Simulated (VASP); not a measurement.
Wanted: the native input for a VASP 6.6.1 run.

```
Task                   : relaxation of cell and atoms
Functional             : PBEsol
Potentials or basis    : VASP PAW PBE potentials, release 64 (Co)
Cutoff                 : 600 eV
k mesh                 : 9 × 9 × 5
Occupations            : fermi-dirac, width 0.05 eV
Spin                   : collinear spin, ferromagnetic start
Starting moments       : [2.0, 2.0] μB
Target pressure        : 10 GPa
Dipole correction      : no
Further INCAR settings : ALGO = Normal; EDIFF = 1e-06; IBRION = 2; EDIFFG = -0.02; NSW = 80; ISIF = 3
```

The structure of Co lies in POSCAR:

```
Co
1.0
    2.4873648738      0.0000000000      0.0000000000
   -1.2436824369      2.1541211692      0.0000000000
    0.0000000000      0.0000000000      4.0632895034
Co
2
Direct
    0.3333333333      0.6666666667      0.7401390000
    0.6666666667      0.3333333333      0.2598610000
```

These files were run (other wordings do the same):

INCAR

```
  PREC = Accurate
  ENCUT = 600
  EDIFF = 1E-6
  ISMEAR = -1
  SIGMA = 0.05
  LREAL = False
  LASPH = True
  NELM = 150
  ALGO = Normal
  ISIF = 3
  LWAVE = False
  LCHARG = False
  ISPIN = 2
  MAGMOM = 2 2
  LORBIT = 11
  LMAXMIX = 4
  GGA = PS
  IBRION = 2
  NSW = 80
  EDIFFG = -0.02
  PSTRESS = 100.0
```

KPOINTS

```
regular mesh
0
Gamma
  9 9 5
```

Potentials or basis: VASP PAW PBE potentials, release 64 (Co).

Run with:

```console
$ cat potpaw_PBE.64/Co/POTCAR > POTCAR
$ mpirun -np 1 vasp_std > vasp.out
```

Results of the run:

| Item | Value |
| --- | --- |
| Relaxed volume | 9.93 Å³/atom |
| Relaxed cell | a = 2.419 Å, b = 2.419 Å, c = 3.919 Å, α = 90.00°, β = 90.00°, γ = 120.00° |
| Space group after relaxing (to 0.1 Å) | P6_3/mmc (No. 194) |
| Energy change on relaxing (the run minimises the enthalpy) | -21.3 meV/atom |
| Ionic steps | 9 |
| Pressure after relaxing | 10.0 GPa |
| Largest force after relaxing | 0.008 eV/Å |
| Net moment | 3.01 μB per cell |
| Site moments | Co +1.50 μB |
| Valence electrons inside the program's atomic spheres | Co 8.46 |

Caveat: the cell is relaxed towards a set pressure, so the run minimises the enthalpy, not the energy; the PAW data sets were made with another functional, which shifts forces and pressure a little.

It took 78 s on 1 thread of Intel(R) Xeon(R) 6975P-C (Granite Rapids), on a shared host, peak memory 0.17 GiB.
